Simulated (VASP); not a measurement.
A run of VASP 6.6.1 is set up as follows.

INCAR

```
SYSTEM = MnO
ALGO = Normal
EDIFF = 1E-6
ENCUT = 520
GGA = RE
ISIF = 2
ISMEAR = -1
ISPIN = 2
IVDW = 12
LASPH = .True.
LCHARG = .True.
LELF = .True.
LMAXMIX = 4
LORBIT = 11
LREAL = .False.
LVHAR = .True.
LWAVE = .False.
MAGMOM = 4 0
NBANDS = 20
NELM = 150
PREC = Accurate
SIGMA = 0.05
```

Contents of KPOINTS:

```
k-points
0
Gamma
  10 10 10
  0 0 0
```

Contents of POSCAR:

```
MnO
1.0
    0.0000000000      2.2272037636      2.2272037636
    2.2272037636      0.0000000000      2.2272037636
    2.2272037636      2.2272037636      0.0000000000
Mn O
1 1
Direct
    0.0000000000      0.0000000000      0.0000000000
    0.5000000000      0.5000000000      0.5000000000
```

Potentials or basis: VASP PAW PBE potentials, release 64 (Mn_pv, O).

Command:

```sh
$ cat potpaw_PBE.64/Mn_pv/POTCAR potpaw_PBE.64/O/POTCAR > POTCAR
$ mpirun -np 1 vasp_std > vasp.out
```

**Question.** What does it give for the site moments?

**Answer.** Mn +4.38; O +0.20 μB.

**Question.** What does it give for the pressure?

**Answer.** 0.2 GPa.

Caveat: the PAW data sets were made with another functional, which shifts forces and pressure a little; a cell with one magnetic atom can't hold antiferromagnetic order, which such compounds often take; pairwise dispersion overbinds metals, which lowers pressure and volume.
